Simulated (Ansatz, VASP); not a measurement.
CuI: VASP beside Ansatz

INCAR

```
SYSTEM = CuI
PREC     = Accurate       ! precision mode
ENCUT    = 520            ! plane-wave cutoff, eV
EDIFF    = 1E-8           ! SCF threshold, eV
ISMEAR   = -1             ! smearing method
SIGMA    = 0.05           ! smearing width, eV
LREAL    = .False.        ! projectors in reciprocal space
LASPH    = .True.         ! aspherical terms in the spheres
NELM     = 150            ! most SCF steps
ALGO     = Normal         ! electronic algorithm
ISIF     = 2              ! what is computed and relaxed
LWAVE    = .False.        ! write WAVECAR
LCHARG   = .False.        ! write CHGCAR
MAGMOM   = 0 0 0 0 0 0    ! initial moments
LORBIT   = 11             ! projections on sites
LSORBIT  = .True.         ! spin-orbit coupling
GGA_COMPAT= .False.      
LORBMOM  = .True.       
LMAXMIX  = 4              ! l up to which the mixer works
GGA      = PE             ! functional
LEFG     = .True.       
NBANDS   = 30             ! bands
```

The input KPOINTS:

```
Automatic mesh
0
Gamma
  12 12 12
  0 0 0
```

The input POSCAR:

```
CuI
1.0
    0.0000000000      3.0395164954      3.0395164954
    3.0395164954      0.0000000000      3.0395164954
    3.0395164954      3.0395164954      0.0000000000
Cu I
1 1
Direct
    0.0000000000      0.0000000000      0.0000000000
    0.2500000000      0.2500000000      0.2500000000
```

Input for Ansatz:

```yaml
crystal:
  lattice:
    - [0.0, 3.0395164954, 3.0395164954]
    - [3.0395164954, 0.0, 3.0395164954]
    - [3.0395164954, 3.0395164954, 0.0]
  atoms:
    - { symbol: Cu, position: [0.0, 0.0, 0.0] }
    - { symbol: I, position: [0.25, 0.25, 0.25] }
kpoints:
  mp_grid: { grid: [12, 12, 12] }
  band_path:
    path:
      - [0.0, 0.0, 0.0]
      - [-0.5, -0.5, 0.0]
      - [-0.375, -0.375, 0.25]
      - [-0.375, 0.0, 0.375]
      - [0.0, 0.0, 0.0]
      - [0.0, 0.0, 0.5]
      - [-0.5, -0.25, 0.25]
      - [-0.5, -0.5, 0.0]
    npoints: 5
scf:
  occupations: { method: fermi_dirac, width: 0.05 }
hamiltonian:
  xc: pbe
  pseudopotentials: { kind: paw_fr }
output:
  forces: true
  stress: true
  eigenvalues: true
  efg: { contact_densities: true }
magnetization:
  noncollinear: true
  spin_orbit: true
```

Alike in both runs: task electric field gradients; functional PBE; k mesh 12 × 12 × 12; occupations fermi-dirac, width 0.05 eV; non-collinear spin, spin-orbit coupling.

|  | VASP | Ansatz |
| --- | --- | --- |
| version | VASP 6.6.1 | Ansatz 0.2.0 |
| potentials or method | VASP PAW PBE potentials, release 64 (Cu, I) | PAW with Ansatz's default frozen-core files, fully relativistic files with spin-orbit coupling |
| plane-wave cutoff (eV) | 520 | 420 |
| valence electrons in the cell | 18 | 36 |

```csv
,VASP,Ansatz,Ansatz less VASP
pressure (GPa),0.1,0.1,-0.04
```

VASP's potentials hold 18 valence electrons a cell and Ansatz's 36, so a difference there can come from the potentials and not from the codes.
